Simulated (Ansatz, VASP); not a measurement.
Two plane-wave programs on BN

```
CELL_PARAMETERS angstrom
0.00000 1.66470 1.79000
1.79000 0.00000 1.79000
1.79000 1.66470 0.00000
ATOMIC_POSITIONS crystal
B 0.00000 0.00000 0.00000
N 0.75000 0.75000 0.75000
```

Change from the starting cell: engineering shear strain xz +0.0000, normal strain along z -0.0700.

Alike in both runs: task single point; functional LDA; k mesh 12 × 12 × 12; occupations gaussian, width 0.05 eV; no spin polarisation.

|  | VASP | Ansatz |
| --- | --- | --- |
| version | VASP 6.6.1 | Ansatz 0.2.0 |
| potentials or method | VASP PAW LDA potentials, release 64 (B, N), cutoff 520 eV | scalar-relativistic, plane waves, PAW |
| valence electrons in the cell | 8 | 8 |

```tsv
	VASP	Ansatz	Ansatz less VASP
gap on the k mesh at the Fermi level (eV)	3.12	3.14	+0.018
least direct gap on the mesh (eV)	8.41	8.42	+0.010
pressure (GPa)	34.7	33.0	-1.62
traceless stress, the component that is largest in VASP (GPa)	29.16	29.23	+0.070
```

Ansatz warns that its potentials were made for another functional, while VASP's fit it. LDA's correlation is that of Perdew and Zunger in VASP and of Perdew and Wang (1992) in Ansatz. Both programs put the cell under a high pressure, so it lies far from rest at this level.
